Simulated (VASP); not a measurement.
Ga2SnO3: single point with PBE

Ga2SnO3:

```
Ga Sn O
1.0
     5.72770    0.00000    0.00000
    -2.86385    4.96034    0.00000
     0.00000    0.00000    3.17609
Ga Sn O
2 1 3
Direct
  0.33333 0.66667 0.00000
  0.66667 0.33333 0.00000
  0.00000 0.00000 0.00000
  0.50000 0.00000 0.50000
  0.50000 0.50000 0.50000
  0.00000 0.50000 0.50000
```

| Quantity | Value |
| --- | --- |
| Program | VASP 6.6.1 |
| Task | single point |
| Functional | PBE |
| Potentials or basis | VASP PAW PBE potentials, release 64 (Ga_d, Sn_d, O) |
| Cutoff | 520 eV |
| k mesh | 6 × 6 × 6 |
| Occupations | gaussian, width 0.1 eV |
| Spin | no spin polarisation |

- Pressure: -12.7 GPa
- Band gap on the k mesh: zero (band 29 reaches 5.90 eV, above the bottom of band 30 at 3.96 eV)

Stress tensor (GPa, compression positive):
```
 -4.23   0.00   0.00
  0.00  -4.23   0.00
  0.00   0.00 -29.56
```

Levels at points of the mesh, in eV from the Fermi level:
| k point | band 26 | band 27 | band 28 | band 29 | band 30 | band 31 | band 32 | band 33 |
| --- | --- | --- | --- | --- | --- | --- | --- | --- |
| (0.00, 0.00, 0.00) | -2.38 | -2.07 | -2.07 | -1.69 | 1.68 | 1.68 | 2.66 | 2.66 |
| (0.50, 0.00, 0.00) | -2.42 | -2.38 | -1.83 | -1.69 | 0.83 | 1.02 | 2.04 | 5.58 |
| (0.00, 0.00, 0.50) | -2.13 | -2.07 | -1.64 | -1.64 | -1.46 | 0.04 | 0.04 | 3.40 |
| (0.50, 0.00, 0.50) | -2.58 | -2.47 | -1.57 | -0.52 | 0.00 | 1.08 | 1.32 | 3.00 |

It took 66 s on 1 thread of AMD EPYC 9R45 96-Core Processor (Zen 5), on a shared host, peak memory 0.23 GiB.

Caveat: spin-orbit coupling is left out, which moves the levels of the heavy elements.
